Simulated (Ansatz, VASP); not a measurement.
**MnO in VASP and in Ansatz**

```
Mn O
1.0
    -2.21165   -2.21165    4.48093
    -4.48093   -2.21165    2.21165
    -2.21165   -4.48093    2.21165
Mn O
2 2
Direct
  0.00000 0.00000 0.00000
  0.50000 0.50000 0.50000
  0.25000 0.25000 0.25000
  0.75000 0.75000 0.75000
```

Alike in both runs: task single point; functional PBE; k mesh 8 × 8 × 8; occupations gaussian, width 0.05 eV; collinear spin; Hubbard terms Mn d U = 3.9 eV.

|  | VASP | Ansatz |
| --- | --- | --- |
| version | VASP 6.6.1 | Ansatz 0.2.0 |
| potentials or method | VASP PAW PBE potentials, release 64 (Mn_pv, O), cutoff 520 eV | scalar-relativistic, plane waves, PAW |
| valence electrons in the cell | 38 | 42 |

Ansatz gave:

```
gap on the k mesh at the Fermi level (eV)                     : 1.59
least direct gap on the mesh (eV)                             : 2.19
pressure (GPa)                                                : 0.0
net moment per atom (μB)                                      : 0.00
size of the moment on the site where the two differ most (μB) : 4.27
```

Question: Estimate VASP's values.

Answer: gap on the k mesh at the Fermi level (eV): 1.62; least direct gap on the mesh (eV): 2.19; pressure (GPa): -1.5; net moment per atom (μB): 0.00; size of the moment on the site where the two differ most (μB): 4.58.

Site moments also hang on the region over which each program counts them. The programs project onto different local orbitals, so the same U acts differently, and such runs can settle in different states. VASP's potentials hold 38 valence electrons a cell and Ansatz's 42, so a difference there can come from the potentials and not from the codes. Ansatz's warnings: stability check not made.
